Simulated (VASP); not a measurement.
# W16C15 (a cell with a defect) in VASP: further runs

W16C15 (a cell with a defect) is run at these levels: PBE; tasks: single point, relaxation of the atoms.

All numbers are computed with VASP 6.6.1; they aren't measurements. Logs are shortened: lines on timing, memory, paths and dates and some standing lists are left out, and cuts for length are marked.

## Step 1: The cell of the first run

The cell holds a defect, 31 atoms: a = 8.158 Å, b = 8.158 Å, c = 5.844 Å, α = 69.01°, β = 69.01°, γ = 76.68°.

## Step 2: Single point, PBE

INCAR

```
PREC     = Accurate       # precision mode
ENCUT    = 520            # plane-wave cutoff, eV
EDIFF    = 1E-6           # SCF threshold, eV
ISMEAR   = 1              # smearing method
SIGMA    = 0.1            # smearing width, eV
LREAL    = Auto         
LASPH    = True           # aspherical terms in the spheres
NELM     = 120            # most SCF steps
ALGO     = Normal         # electronic algorithm
ISIF     = 2              # what is computed and relaxed
LWAVE    = False          # write WAVECAR
LCHARG   = False          # write CHGCAR
GGA      = PE             # functional
NBANDS   = 163            # bands
GGA_COMPAT= False
```

KPOINTS

```
regular mesh
0
Gamma
  1 1 1
```

POSCAR

```
W16C15
1.0
   -2.9220740575      5.0611807313      5.6926483187
    5.8441481114     -0.0000000006      5.6926483226
    2.9220740589      5.0611807306      0.0000000013
W C
16 15
Direct
    0.0042940404     -0.0017090655     -0.0021034016
    0.2535326422      0.2476993454      0.2485627788
    0.0022015870     -0.0036080119      0.4999074134
    0.2516195896      0.2456223988      0.7505607924
    0.0048444808      0.4995275572     -0.0058909394
    0.2540663076      0.7480045546      0.2466645497
    0.0048169781      0.4995520219      0.4999158565
    0.2540792069      0.7480392108      0.7495702791
    0.5019117552     -0.0041514262     -0.0012328193
    0.7503490362      0.2450880293      0.2485212954
    0.5018616547     -0.0041777739      0.5017537266
    0.7503352058      0.2451015251      0.7543592885
    0.5031393630      0.4973041006     -0.0010583647
    0.7571648278      0.7466261246      0.2472930642
    0.5033055364      0.4927556274      0.5011418190
    0.7526093562      0.7467629577      0.7494925660
    0.0350928919      0.2147935589      0.1300426505
    0.2889265125      0.4632987772      0.3751502095
    0.0350849091      0.2148161929      0.6186010064
    0.2889516734      0.4633376050      0.8710025039
    0.0382092611      0.7095210786      0.1253483347
    0.2875483624      0.9623519856      0.3741204515
    0.0406665499      0.7115834875      0.6231281514
    0.2862501901      0.9636127675      0.8742189309
    0.5383170538      0.2092358722      0.1253250783
    0.5403637543      0.2117019095      0.6230332139
    0.7894120911      0.4604843695      0.8742813614
    0.5419636757      0.7079233662      0.1325353815
    0.7865319812      0.9609194637      0.3733963559
    0.5419958713      0.7078899345      0.6158013795
    0.7865803946      0.9609446887      0.8775102334
```

Potentials or basis: VASP PAW PBE potentials, release 64 (W_sv, C).

The run is started by

```console
$ cat potpaw_PBE.64/W_sv/POTCAR potpaw_PBE.64/C/POTCAR > POTCAR
$ mpirun -np 1 vasp_gam > vasp.out
```

OUTCAR:

```text
PREC = Accurate
   ENCUT = 520
   EDIFF = 1E-6
   ISMEAR = 1
   LREAL = Auto
   LASPH = True
   NELM = 120
   ISIF = 2
   GGA = PE

 ion  position               nearest neighbor table
   1  0.004  0.998  0.998-  24 2.13  21 2.18  31 2.25  29 2.25  19 2.26  17 2.26   4 2.82  14 2.84
                            10 2.92  12 2.92   6 2.92   8 2.92   3 2.92   3 2.92
   2  0.254  0.248  0.249-  25 2.15  22 2.16  17 2.23  19 2.23  18 2.25  20 2.25  13 2.84   3 2.86
                             4 2.92   4 2.92  11 2.93   9 2.93   5 2.93   7 2.93
   3  0.002  0.996  0.500-  23 2.15  22 2.16  17 2.23  19 2.23  31 2.25  29 2.25  16 2.84   2 2.86
                             1 2.92   1 2.92   8 2.93   6 2.93  12 2.93  10 2.93
   4  0.252  0.246  0.751-  24 2.13  26 2.18  18 2.24  20 2.25  19 2.26  17 2.26   1 2.82  15 2.84
                             5 2.92   7 2.92   9 2.92  11 2.92   2 2.92   2 2.92
   5  0.005  0.500  0.994-  20 2.15  17 2.15  23 2.21  21 2.21  27 2.23   8 2.83   7 2.89  10 2.90
                            14 2.91  16 2.91   4 2.92   2 2.93   7 2.96
   6  0.254  0.748  0.247-  18 2.15  28 2.18  24 2.23  23 2.23  22 2.23  21 2.24   9 2.82   7 2.83
                             8 2.90  13 2.92   1 2.92   3 2.93   8 2.94  15 2.95
   7  0.005  0.500  0.500-  18 2.15  19 2.15  23 2.21  21 2.21  27 2.23   6 2.83   5 2.89  12 2.90
                            14 2.91  16 2.91   4 2.92   2 2.93   5 2.96
   8  0.254  0.748  0.750-  20 2.15  30 2.18  24 2.23  23 2.23  22 2.23  21 2.24  11 2.82   5 2.83
                             6 2.90  13 2.92   1 2.92   3 2.93   6 2.94  15 2.95
   9  0.502  0.996  0.999-  31 2.15  28 2.18  24 2.23  25 2.23  22 2.23  26 2.24   6 2.82  12 2.83
[... 16 lines left out ...]
  18  0.289  0.463  0.375-   7 2.15   6 2.15  15 2.21  13 2.24   4 2.24   2 2.25
  19  0.035  0.215  0.619-   7 2.15  12 2.15   3 2.23   2 2.23   1 2.26   4 2.26
  20  0.289  0.463  0.871-   5 2.15   8 2.15  15 2.21  13 2.24   4 2.25   2 2.25
  21  0.038  0.710  0.125-  14 2.13   1 2.18   7 2.21   5 2.21   6 2.24   8 2.24
  22  0.288  0.962  0.374-   3 2.16   2 2.16   6 2.23   9 2.23  11 2.23   8 2.23
  23  0.041  0.712  0.623-   3 2.15  16 2.18   5 2.21   7 2.21   8 2.23   6 2.23
  24  0.286  0.964  0.874-   1 2.13   4 2.13   8 2.23   6 2.23  11 2.23   9 2.23
  25  0.538  0.209  0.125-   2 2.15  13 2.18  12 2.21  10 2.21   9 2.23  11 2.23
  26  0.540  0.212  0.623-  15 2.13   4 2.18  10 2.21  12 2.21  11 2.24   9 2.24
  27  0.789  0.460  0.874-  13 2.17  16 2.17  10 2.23   5 2.23  12 2.23   7 2.23
  28  0.542  0.708  0.133-   6 2.18   9 2.18  15 2.21  14 2.21  13 2.25  16 2.25
  29  0.787  0.961  0.373-  10 2.15  11 2.15  14 2.21  16 2.24   1 2.25   3 2.25
  30  0.542  0.708  0.616-   8 2.18  11 2.18  15 2.21  14 2.21  13 2.25  16 2.25
  31  0.787  0.961  0.878-  12 2.15   9 2.15  14 2.21  16 2.24   1 2.25   3 2.25

  LATTYP: Found a body centered orthorhombic cell.
 ALAT       =     5.8441481153
 B/A-ratio  =     1.7320508070
 C/A-ratio  =     1.9481533348

  Lattice vectors:

 A1 = (   2.9220740575,  -5.0611807313,  -5.6926483187)
 A2 = (  -2.9220740525,   5.0611807312,  -5.6926483213)
 A3 = (   5.8441481114,  -0.0000000006,   5.6926483226)

Analysis of symmetry for initial positions (statically):
=====================================================================
 Subroutine PRICEL returns:
 Original cell was already a primitive cell.

 Routine SETGRP: Setting up the symmetry group for a
 body centered orthorhombic supercell.

 Subroutine GETGRP returns: Found  1 space group operations
 (whereof  1 operations were pure point group operations)
 out of a pool of  8 trial point group operations.

The static configuration has the point symmetry C_1 .

Analysis of symmetry for dynamics (positions and initial velocities):
=====================================================================
 Subroutine PRICEL returns:
 Original cell was already a primitive cell.

 Routine SETGRP: Setting up the symmetry group for a
 body centered orthorhombic supercell.

 Subroutine GETGRP returns: Found  1 space group operations
 (whereof  1 operations were pure point group operations)
 out of a pool of  8 trial point group operations.

The dynamic configuration has the point symmetry C_1 .

 Subroutine INISYM returns: Found  1 space group operations
 (whereof  1 operations are pure point group operations),
 and found     1 'primitive' translations

----------------------------------------------------------------------------------------

                                     Primitive cell

  volume of cell :     336.7576

  direct lattice vectors                    reciprocal lattice vectors
    -2.922074058  5.061180731  5.692648319    -0.085555669  0.049395588  0.087832582
[... 74 lines left out ...]

 KPOINTS: regular mesh

Automatic generation of k-mesh.
 Grid dimensions read from file:
 generate k-points for:    1    1    1

 Generating k-lattice:

  Cartesian coordinates                     Fractional coordinates (reciprocal lattice)
    -0.085555669  0.049395588  0.087832582     1.000000000 -0.000000000 -0.000000000
     0.085555669 -0.049395588  0.087832582     0.000000000  1.000000000  0.000000000
     0.085555669  0.148186765 -0.087832582     0.000000000  0.000000000  1.000000000

  Length of vectors
     0.132190238  0.132190238  0.192337340

  Shift w.r.t. Gamma in fractional coordinates (k-lattice)
     0.000000000  0.000000000  0.000000000

 Subroutine IBZKPT returns following result:
 ===========================================

 Found      1 irreducible k-points:

 Following reciprocal coordinates:
            Coordinates               Weight
  0.000000  0.000000  0.000000      1.000000
   k-points           NKPTS =      1   k-points in BZ     NKDIM =      1   number of bands    NBANDS=    163
   number of dos      NEDOS =    301   number of ions     NIONS =     31
   total plane-waves  NPLWV = 196608
   dimension x,y,z NGX =    64 NGY =   64 NGZ =   48
   dimension x,y,z NGXF=   128 NGYF=  128 NGZF=   96
   ions per type =              16  15
   NGX,Y,Z   is equivalent  to a cutoff of  13.04, 13.04, 13.65 a.u.
   NGXF,Y,Z  is equivalent  to a cutoff of  26.08, 26.08, 27.31 a.u.
 SYSTEM =  unknown system
   PREC   = accura    normal or accurate (medium, high low for compatibility)
   ISTART =      0    job   : 0-new  1-cont  2-samecut
   ICHARG =      2    charge: 1-file 2-atom 10-const
   ISPIN  =      1    spin polarized calculation?
   LNONCOLLINEAR =      F non collinear calculations
   LSORBIT =      F    spin-orbit coupling
   LASPH  =      T    aspherical Exc in radial PAW
   ENCUT  =  520.0 eV  38.22 Ry    6.18 a.u.  15.17 15.17 10.87*2*pi/ulx,y,z
   NELM   =    120;   NELMIN=  2; NELMDL= -5     # of ELM steps
   EDIFF  = 0.1E-05   stopping-criterion for ELM
   LREAL  =      T    real-space projection
   EDIFFG = 0.1E-04   stopping-criterion for IOM
   NSW    =      0    number of steps for IOM
   IBRION =     -1    ionic relax: 0-MD 1-quasi-New 2-CG
   NFREE  =      0    steps in history (QN), initial steepest desc. (CG)
   ISIF   =      2    stress and relaxation
   ISYM   =      2    0-nonsym 1-usesym 2-fastsym
   POTIM  = 0.5000    time-step for ionic-motion
   TEBEG  =    0.0;   TEEND  =   0.0 temperature during run
   PSTRESS=    0.0 pullay stress
   NELECT =     284.0000    total number of electrons
   NUPDOWN=      -1.0000    fix difference up-down
   EMIN   =  10.00;   EMAX   =-10.00  energy-range for DOS
   EFERMI =   0.00;   METHOD = LEGACY
   ISMEAR =     1;   SIGMA  =   0.10  broadening in eV -4-tet -1-fermi 0-gaus
   EFERMI_NEDOS =   21; number of points for ismear=-14 and -15
   IALGO  =     38    algorithm
   IMIX   =      4    mixing-type and parameters
     AMIX     =   0.40;   BMIX     =  1.00
     AMIX_MAG =   1.60;   BMIX_MAG =  1.00
  volume/ion in A,a.u.               =      10.86        73.31
  Fermi-wavevector in a.u.,A,eV,Ry     =   1.546709  2.922855 32.549316  2.392307
  Thomas-Fermi vector in A             =   2.651906
   LORBIT       =      0    0 simple, 1 ext, 2 COOP (PROOUT), +10 PAW based schemes
   GGA     = PE    functional components
   LHFCALC =     F    Hartree Fock is set to
   AEXX    =    0.0000 exact exchange contribution
   IVDW    =     0    specifies the selected vdW correction
   LEPSILON=     F    determine dielectric tensor
   LRPA    =     F    only Hartree local field effects (RPA)
 non-spin polarized calculation
 Methfessel and Paxton  Order N= 1 SIGMA  =   0.10
  energy-cutoff  :      520.00
  volume of cell :      336.76
 maximum number of plane-waves:      4535
 NGX is ok and might be reduce to    64
   NGX = 31   NGY = 31   NGZ = 21

 number of electron     284.0000002 magnetization

 Free energy of the ion-electron system (eV)
  ---------------------------------------------------
  ext. energy  EPLUGINS =         0.00000000
  ---------------------------------------------------
  free energy    TOTEN  =      -348.49223498 eV

  energy without entropy =     -348.50468350  energy(sigma->0) =     -348.49638449

 E-fermi :  11.1622     XC(G=0): -13.6118

 val. band max:       11.0896890629   @ k =   0.0000   0.0000   0.0000
 cond. band min:      11.6940909780   @ k =   0.0000   0.0000   0.0000
 fundamental gap:      0.6044019152
 Fermi energy:        11.1621656783

 k-point     1 :       0.0000    0.0000    0.0000
  band No.  band energies     occupation
      1     -63.4072      2.00000
      2     -63.3854      2.00000
      3     -63.3683      2.00000
      4     -63.3540      2.00000
      5     -63.3479      2.00000
      6     -63.3409      2.00000
[... 146 lines left out ...]
    153      13.8549      0.00000
    154      13.8842      0.00000
 [bands above 154 left out]

------------------------ aborting loop because EDIFF is reached ----------------------------------------

  FORCE on cell =-STRESS in cart. coord.  units (eV):
  Direction    XX          YY          ZZ          XY          YZ          ZX
  --------------------------------------------------------------------------------------
  -------------------------------------------------------------------------------------
  Total        5.5264887    -19.9802229      7.7525686    -22.1010280      0.0074512      0.0053950
  in kB       26.2931402    -95.0590567     36.8840661   -105.1491212      0.0354504      0.0256675
  external PRESSURE =     -10.6272835 kB  Pullay stress =       0.0000000 kB

 VOLUME and BASIS-vectors are now :
 -----------------------------------------------------------------------------
  energy-cutoff  :      520.00
  volume of cell :      336.76
      direct lattice vectors                 reciprocal lattice vectors
    -2.922074058  5.061180731  5.692648319    -0.085555669  0.049395588  0.087832582
     5.844148111 -0.000000001  5.692648323     0.085555669 -0.049395588  0.087832582
     2.922074059  5.061180731  0.000000001     0.085555669  0.148186765 -0.087832582

 POSITION                                       TOTAL-FORCE (eV/Angst)
 -----------------------------------------------------------------------------------
      8.73754      5.07227      5.70736         0.006374     -0.003787     -0.003477
      1.43307      2.54120      2.85334         0.024643     -0.013153     -0.002954
      7.27740      2.54126      5.68464         0.022710     -0.013860     -0.001999
      2.89340      5.07222      2.83062         0.004219     -0.002163     -0.000861
      5.81002      5.05588      2.87121         0.009958      0.016177     -0.011769
      4.34982      2.53429      5.70444        -0.010290      0.012326     -0.000614
[... 23 lines left out ...]
      4.35268      5.85982      7.11516         0.019203     -0.012029      0.002746
      5.88161      8.42226      9.94805        -0.002882     -0.028702      0.002037
 -----------------------------------------------------------------------------------
    total drift:                               -0.047745      0.053057      0.013343

  FREE ENERGIE OF THE ION-ELECTRON SYSTEM (eV)
  ---------------------------------------------------
  free  energy   TOTEN  =      -348.4922349816 eV

  energy  without entropy=     -348.5046835034  energy(sigma->0) =     -348.49638449
```

Wall time 4.1 min (1 thread of AMD EPYC 7R43 (Zen 3), shared host); peak memory 0.39 GiB.

Results:

```
Free energy            : -348.4922 eV
Pressure               : -1.1 GPa
Largest force          : 0.040 eV/Å
Band gap on the k mesh : 0.60 eV
```

Forces on the atoms (eV/Å):
```
W    0.006 -0.004 -0.003
W    0.025 -0.013 -0.003
W    0.023 -0.014 -0.002
W    0.004 -0.002 -0.001
W    0.010  0.016 -0.012
W   -0.010  0.012 -0.001
W   -0.014 -0.013 -0.014
W   -0.017  0.004 -0.004
W   -0.009  0.011 -0.005
W    0.001  0.021  0.010
W   -0.017  0.005  0.003
W   -0.018 -0.014  0.013
W    0.014 -0.009 -0.021
W    0.010 -0.009 -0.038
W    0.013 -0.008  0.028
W    0.015 -0.010  0.017
C   -0.012 -0.027 -0.001
C   -0.006 -0.029  0.001
C    0.015  0.013  0.001
C    0.025  0.017  0.002
C   -0.027  0.018  0.016
C   -0.015  0.015  0.002
C   -0.011 -0.001  0.001
C   -0.019  0.014  0.006
C   -0.005  0.011  0.000
C   -0.028  0.018 -0.015
C   -0.011  0.007  0.001
C    0.021 -0.007  0.003
C    0.021  0.017  0.009
C    0.019 -0.012  0.003
C   -0.003 -0.029  0.002
```

Levels at points of the mesh, in eV from the valence-band top:
```csv
k point,band 138,band 139,band 140,band 141,band 142,band 143,band 144,band 145,band 146,band 147
"(0.00, 0.00, 0.00)",-0.92,-0.84,-0.29,-0.07,0.00,0.60,0.78,0.87,0.89,0.90
```

Caveat: the k points lie up to 1.21 Å⁻¹ apart; spin-orbit coupling is left out, which moves the levels of the heavy elements.

(Part 1 of 3 ends here.)
